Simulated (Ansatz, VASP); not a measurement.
Two plane-wave programs on Ge

```xyz
2
Lattice="0.0000 2.8107 2.8107 2.8107 0.0000 2.8107 2.8107 2.8107 0.0000" Properties=species:S:1:pos:R:3 pbc="T T T"
Ge    2.8107    2.8107    2.8107
Ge    4.2161    4.2161    4.2161
```

Alike in both runs: functional LDA; k mesh 14 × 14 × 14; occupations gaussian, width 0.1 eV; no spin polarisation.

Ansatz relaxed the structure, and its values are those at the end. VASP's run is a single point on that final structure, the one shown.

```csv
,VASP,Ansatz
version,VASP 6.6.1,Ansatz 0.2.0
potentials or method,"VASP PAW LDA potentials, release 64 (Ge_d), cutoff 520 eV","scalar-relativistic, plane waves, PAW"
valence electrons in the cell,28,28
```

Ansatz gave:

| Quantity | Value |
| --- | --- |
| gap on the k mesh at the Fermi level (eV) | none |
| pressure (GPa) | 0.0 |

**Question.** What did VASP give for the same quantities?

**Answer.** gap on the k mesh at the Fermi level (eV): none; pressure (GPa): 0.3.

Ansatz warns that its potentials were made for another functional, while VASP's fit it. LDA's correlation is that of Perdew and Zunger in VASP and of Perdew and Wang (1992) in Ansatz. A gap of «none» marks a metal or a gap that the smearing closes.
